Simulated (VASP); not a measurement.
# Si (Im-3m) in VASP: further runs

Si is run at these levels: PBE+D3(BJ), PBE; tasks: single point.

All numbers are computed with VASP 6.6.1; they aren't measurements. Logs are shortened: lines on timing, memory, paths and dates and some standing lists are left out, and cuts for length are marked.

### 1 The cell of the first run

Symmetry: Im-3m, No. 229, cubic system. Conventional cell: a = 6.685 Å, b = 6.685 Å, c = 6.685 Å, α = 90.00°, β = 90.00°, γ = 90.00°. Within 3.1 Å of Si (site symmetry -4m2) lie 4 Si at 2.36 Å.

### 2 Single point, PBE+D3(BJ)

INCAR reads:

```
PREC     = Accurate       # precision mode
ENCUT    = 520            # plane-wave cutoff, eV
EDIFF    = 1E-6           # SCF threshold, eV
ISMEAR   = -1             # smearing method
SIGMA    = 0.1            # smearing width, eV
LREAL    = False          # projectors in reciprocal space
LASPH    = True           # aspherical terms in the spheres
NELM     = 100            # most SCF steps
ALGO     = Normal         # electronic algorithm
ISIF     = 2              # what is computed and relaxed
LWAVE    = False          # write WAVECAR
LCHARG   = False          # write CHGCAR
GGA      = PE             # functional
IVDW     = 12             # dispersion correction
NBANDS   = 21             # bands
```

KPOINTS reads:

```
Automatic mesh
0
Gamma
  5 5 5
```

POSCAR reads:

```
Si
1.0
   -3.3424553282      3.3424553282      3.3424553282
    3.3424553282     -3.3424553282      3.3424553282
    3.3424553282      3.3424553282     -3.3424553282
Si
6
Direct
    0.7500000000      0.2500000000      0.5000000000
    0.7500000000      0.5000000000      0.2500000000
    0.5000000000      0.2500000000      0.7500000000
    0.2500000000      0.5000000000      0.7500000000
    0.2500000000      0.7500000000      0.5000000000
    0.5000000000      0.7500000000      0.2500000000
```

Potentials or basis: VASP PAW PBE potentials, release 64 (Si).

The run is started by

```bash
> cat potpaw_PBE.64/Si/POTCAR > POTCAR
> mpirun -np 1 vasp_std > vasp.out
```

OUTCAR:

```text
PREC = Accurate
   ENCUT = 520
   EDIFF = 1E-6
   ISMEAR = -1
   LREAL = False
   LASPH = True
   NELM = 100
   ISIF = 2
   GGA = PE
   IVDW = 12
 IVDW          = 12

 ion  position               nearest neighbor table
   1  0.750  0.250  0.500-   2 2.36   3 2.36   4 2.36   6 2.36
   2  0.750  0.500  0.250-   1 2.36   5 2.36   6 2.36   3 2.36
   3  0.500  0.250  0.750-   1 2.36   2 2.36   4 2.36   5 2.36
   4  0.250  0.500  0.750-   3 2.36   5 2.36   6 2.36   1 2.36
   5  0.250  0.750  0.500-   3 2.36   4 2.36   6 2.36   2 2.36
   6  0.500  0.750  0.250-   1 2.36   2 2.36   5 2.36   4 2.36

  LATTYP: Found a body centered cubic cell.
 ALAT       =     6.6849106564

  Lattice vectors:

 A1 = (  -3.3424553282,   3.3424553282,   3.3424553282)
 A2 = (   3.3424553282,  -3.3424553282,   3.3424553282)
 A3 = (   3.3424553282,   3.3424553282,  -3.3424553282)

Analysis of symmetry for initial positions (statically):
=====================================================================
 Subroutine PRICEL returns:
 Original cell was already a primitive cell.

 Routine SETGRP: Setting up the symmetry group for a
 body centered cubic supercell.

 Subroutine GETGRP returns: Found 48 space group operations
 (whereof 48 operations were pure point group operations)
 out of a pool of 48 trial point group operations.

The static configuration has the point symmetry O_h .

Analysis of symmetry for dynamics (positions and initial velocities):
=====================================================================
 Subroutine PRICEL returns:
 Original cell was already a primitive cell.

 Routine SETGRP: Setting up the symmetry group for a
 body centered cubic supercell.

 Subroutine GETGRP returns: Found 48 space group operations
 (whereof 48 operations were pure point group operations)
 out of a pool of 48 trial point group operations.

The dynamic configuration has the point symmetry O_h .

 Subroutine INISYM returns: Found 48 space group operations
 (whereof 48 operations are pure point group operations),
 and found     1 'primitive' translations

----------------------------------------------------------------------------------------

                                     Primitive cell

  volume of cell :     149.3677

  direct lattice vectors                    reciprocal lattice vectors
    -3.342455328  3.342455328  3.342455328     0.000000000  0.149590631  0.149590631
     3.342455328 -3.342455328  3.342455328     0.149590631  0.000000000  0.149590631
     3.342455328  3.342455328 -3.342455328     0.149590631  0.149590631  0.000000000

  length of vectors
     5.789302450  5.789302450  5.789302450     0.211553098  0.211553098  0.211553098

  position of ions in fractional coordinates (direct lattice)
     0.750000000  0.250000000  0.500000000
     0.750000000  0.500000000  0.250000000
     0.500000000  0.250000000  0.750000000
     0.250000000  0.500000000  0.750000000
     0.250000000  0.750000000  0.500000000
     0.500000000  0.750000000  0.250000000

  ion indices of the primitive-cell ions
   primitive index   ion index
                 1           1
                 2           2
                 3           3
                 4           4
                 5           5
                 6           6

----------------------------------------------------------------------------------------

 KPOINTS: Automatic mesh

Automatic generation of k-mesh.
 Grid dimensions read from file:
 generate k-points for:    5    5    5

 Generating k-lattice:

  Cartesian coordinates                     Fractional coordinates (reciprocal lattice)
     0.000000000  0.029918126  0.029918126     0.200000000  0.000000000  0.000000000
     0.029918126  0.000000000  0.029918126     0.000000000  0.200000000  0.000000000
     0.029918126  0.029918126  0.000000000     0.000000000  0.000000000  0.200000000

  Length of vectors
     0.042310620  0.042310620  0.042310620

  Shift w.r.t. Gamma in fractional coordinates (k-lattice)
     0.000000000  0.000000000  0.000000000

 Subroutine IBZKPT returns following result:
 ===========================================

 Found     10 irreducible k-points:

 Following reciprocal coordinates:
            Coordinates               Weight
  0.000000  0.000000  0.000000      1.000000
  0.200000  0.000000  0.000000     12.000000
  0.400000  0.000000  0.000000     12.000000
  0.200000  0.200000  0.000000     24.000000
  0.400000  0.200000  0.000000     24.000000
  0.200000  0.200000  0.200000      8.000000
 -0.200000  0.200000  0.200000      6.000000
 -0.400000  0.400000  0.200000     24.000000
 -0.400000 -0.400000  0.200000      8.000000
 -0.400000  0.400000  0.400000      6.000000
   k-points           NKPTS =     10   k-points in BZ     NKDIM =     10   number of bands    NBANDS=     21
   number of dos      NEDOS =    301   number of ions     NIONS =      6
   total plane-waves  NPLWV = 110592
   dimension x,y,z NGX =    48 NGY =   48 NGZ =   48
   dimension x,y,z NGXF=    96 NGYF=   96 NGZF=   96
   ions per type =               6
   NGX,Y,Z   is equivalent  to a cutoff of  13.78, 13.78, 13.78 a.u.
   NGXF,Y,Z  is equivalent  to a cutoff of  27.57, 27.57, 27.57 a.u.
 SYSTEM =  unknown system
   PREC   = accura    normal or accurate (medium, high low for compatibility)
   ISTART =      0    job   : 0-new  1-cont  2-samecut
   ICHARG =      2    charge: 1-file 2-atom 10-const
   ISPIN  =      1    spin polarized calculation?
   LNONCOLLINEAR =      F non collinear calculations
   LSORBIT =      F    spin-orbit coupling
   LASPH  =      T    aspherical Exc in radial PAW
   ENCUT  =  520.0 eV  38.22 Ry    6.18 a.u.  10.76 10.76 10.76*2*pi/ulx,y,z
   NELM   =    100;   NELMIN=  2; NELMDL= -5     # of ELM steps
   EDIFF  = 0.1E-05   stopping-criterion for ELM
   LREAL  =      F    real-space projection
   EDIFFG = 0.1E-04   stopping-criterion for IOM
   NSW    =      0    number of steps for IOM
   IBRION =     -1    ionic relax: 0-MD 1-quasi-New 2-CG
   NFREE  =      0    steps in history (QN), initial steepest desc. (CG)
   ISIF   =      2    stress and relaxation
   ISYM   =      2    0-nonsym 1-usesym 2-fastsym
   POTIM  = 0.5000    time-step for ionic-motion
   TEBEG  =    0.0;   TEEND  =   0.0 temperature during run
   PSTRESS=    0.0 pullay stress
   NELECT =      24.0000    total number of electrons
   NUPDOWN=      -1.0000    fix difference up-down
   EMIN   =  10.00;   EMAX   =-10.00  energy-range for DOS
   EFERMI =   0.00;   METHOD = LEGACY
   ISMEAR =    -1;   SIGMA  =   0.10  broadening in eV -4-tet -1-fermi 0-gaus
   EFERMI_NEDOS =   21; number of points for ismear=-14 and -15
   IALGO  =     38    algorithm
   IMIX   =      4    mixing-type and parameters
     AMIX     =   0.40;   BMIX     =  1.00
     AMIX_MAG =   1.60;   BMIX_MAG =  1.00
  volume/ion in A,a.u.               =      24.89       168.00
  Fermi-wavevector in a.u.,A,eV,Ry     =   0.890006  1.681868 10.777322  0.792111
  Thomas-Fermi vector in A             =   2.011641
   LORBIT       =      0    0 simple, 1 ext, 2 COOP (PROOUT), +10 PAW based schemes
   GGA     = PE    functional components
   LHFCALC =     F    Hartree Fock is set to
   AEXX    =    0.0000 exact exchange contribution
   IVDW    =    12    specifies the selected vdW correction
   LEPSILON=     F    determine dielectric tensor
   LRPA    =     F    only Hartree local field effects (RPA)
 non-spin polarized calculation
  energy-cutoff  :      520.00
  volume of cell :      149.37
 maximum number of plane-waves:      4093
 NGX is ok and might be reduce to    48
   NGX = 21   NGY = 21   NGZ = 21

 number of electron      23.9999999 magnetization

 Free energy of the ion-electron system (eV)
  ---------------------------------------------------
  ext. energy  EPLUGINS =         0.00000000
  ---------------------------------------------------
  free energy    TOTEN  =       -31.20716463 eV

  energy without entropy =      -31.18788380  energy(sigma->0) =      -31.19752421

 E-fermi :   4.0305     XC(G=0):  -8.1247

 val. band max:        3.8526656933   @ k =  -0.4000   0.4000   0.4000
 cond. band min:       4.1931569464   @ k =  -0.4000   0.4000   0.4000
 fundamental gap:      0.3404912531
 Fermi energy:         4.0304549292

 k-point     1 :       0.0000    0.0000    0.0000
  band No.  band energies     occupation
      1      -7.7871      2.00000
      2      -3.2609      2.00000
      3      -3.2609      2.00000
      4      -3.1409      2.00000
      5      -3.1409      2.00000
      6      -3.1409      2.00000
[... 13 lines left out ...]
     20      10.7177      0.00000
     21      10.7177      0.00000

 k-point     2 :       0.2000    0.0000    0.0000
  band No.  band energies     occupation
      1      -7.5900      2.00000
      2      -4.6341      2.00000
      3      -3.9137      2.00000
      4      -3.2520      2.00000
      5      -2.2242      2.00000
      6      -1.7606      2.00000
[... 13 lines left out ...]
     20       9.6084      0.00000
     21       9.6245      0.00000

 k-point     3 :       0.4000    0.0000    0.0000
  band No.  band energies     occupation
      1      -7.0518      2.00000
      2      -5.8316      2.00000
      3      -4.2839      2.00000
      4      -3.4098      2.00000
      5      -1.2074      2.00000
      6      -0.5603      2.00000
[... 13 lines left out ...]
     20       8.3654      0.00000
     21       9.6109      0.00000
[... 121 lines left out ...]
 k-point     9 :      -0.4000   -0.4000    0.2000
  band No.  band energies     occupation
      1      -6.3969      2.00000
      2      -6.3969      2.00000
      3      -4.3805      2.00000
      4      -3.0686      2.00000
      5      -3.0686      2.00000
      6      -0.9366      2.00000
[... 13 lines left out ...]
     20       8.6284      0.00000
     21       8.6285      0.00000

 k-point    10 :      -0.4000    0.4000    0.4000
  band No.  band energies     occupation
      1      -6.5037      2.00000
      2      -6.1480      2.00000
      3      -3.7274      2.00000
      4      -3.7274      2.00000
      5      -3.6496      2.00000
      6      -1.3188      2.00000
[... 13 lines left out ...]
     20       8.3910      0.00000
     21       8.3910      0.00000

------------------------ aborting loop because EDIFF is reached ----------------------------------------

 Edisp (eV)   -1.43454

 E8    (eV) :    -0.5817

  FORCE on cell =-STRESS in cart. coord.  units (eV):
  Direction    XX          YY          ZZ          XY          YZ          ZX
  --------------------------------------------------------------------------------------
  -------------------------------------------------------------------------------------
  Total      -0.05434    -0.05434    -0.05434     0.00000     0.00000    -0.00000
  in kB      -0.58291    -0.58291    -0.58291     0.00000     0.00000    -0.00000
  external pressure =       -0.58 kB  Pullay stress =        0.00 kB

 VOLUME and BASIS-vectors are now :
 -----------------------------------------------------------------------------
  energy-cutoff  :      520.00
  volume of cell :      149.37
      direct lattice vectors                 reciprocal lattice vectors
    -3.342455328  3.342455328  3.342455328     0.000000000  0.149590631  0.149590631
     3.342455328 -3.342455328  3.342455328     0.149590631  0.000000000  0.149590631
     3.342455328  3.342455328 -3.342455328     0.149590631  0.149590631  0.000000000

 POSITION                                       TOTAL-FORCE (eV/Angst)
 -----------------------------------------------------------------------------------
      0.00000      3.34246      1.67123         0.000000     -0.000000     -0.000000
      0.00000      1.67123      3.34246        -0.000000      0.000000      0.000000
      1.67123      3.34246      0.00000        -0.000000      0.000000     -0.000000
      3.34246      1.67123      0.00000         0.000000      0.000000      0.000000
      3.34246      0.00000      1.67123        -0.000000      0.000000      0.000000
      1.67123      0.00000      3.34246         0.000000     -0.000000     -0.000000
 -----------------------------------------------------------------------------------
    total drift:                               -0.000000     -0.000000      0.000000

  FREE ENERGIE OF THE ION-ELECTRON SYSTEM (eV)
  ---------------------------------------------------
  free  energy   TOTEN  =       -32.6417023550 eV

  energy  without entropy=      -32.6224215265  energy(sigma->0) =      -32.63206194
```

Wall time 87 s (1 thread of AMD EPYC, shared host); peak memory 0.27 GiB.

Results:

```
Free energy                : -32.6417 eV
Pressure                   : -0.1 GPa
Band gap on the k mesh     : 0.34 eV, direct
Dispersion energy per atom : -0.239 eV
```

A k mesh can miss the band edges.

### 3 Single point, PBE

This run uses another cell than the first one, of 25.42 Å³/atom, 1.021 times its volume.

INCAR reads:

```
PREC = Accurate
ENCUT = 520
EDIFF = 1E-6
ISMEAR = -1
SIGMA = 0.1
LREAL = False
LASPH = True
NELM = 60
ALGO = Normal
ISIF = 2
LWAVE = False
LCHARG = False
GGA = PE
NBANDS = 21
```

KPOINTS reads:

```
regular mesh
0
Gamma
  5 5 5
```

POSCAR, as its differences from that of step 2:

```diff
@@ -2,5 +2,5 @@
 1.0
-   -3.3424553282      3.3424553282      3.3424553282
-    3.3424553282     -3.3424553282      3.3424553282
-    3.3424553282      3.3424553282     -3.3424553282
+   -3.3660057684      3.3660057684      3.3660057684
+    3.3660057684     -3.3660057684      3.3660057684
+    3.3660057684      3.3660057684     -3.3660057684
 Si
```

Potentials or basis: VASP PAW PBE potentials, release 64 (Si).

The run is started by

```bash
> cat potpaw_PBE.64/Si/POTCAR > POTCAR
> mpirun -np 1 vasp_std > vasp.out
```

Wall time 74 s (1 thread of AMD EPYC, shared host); peak memory 0.27 GiB.

It converged, with:

| Property | Result |
| --- | --- |
| Free energy | -31.2211 eV |
| Pressure | 0.0 GPa |
| Band gap on the k mesh | 0.37 eV, direct |

Levels at points of the mesh, in eV from the valence-band top:
```
           k point  band 8  band 9  band 10  band 11  band 12  band 13  band 14  band 15  band 16  band 17
(0.00, 0.00, 0.00)   -2.67   -2.67    -1.91    -1.91    -1.91     2.17     2.17     2.17     2.73     2.89
```
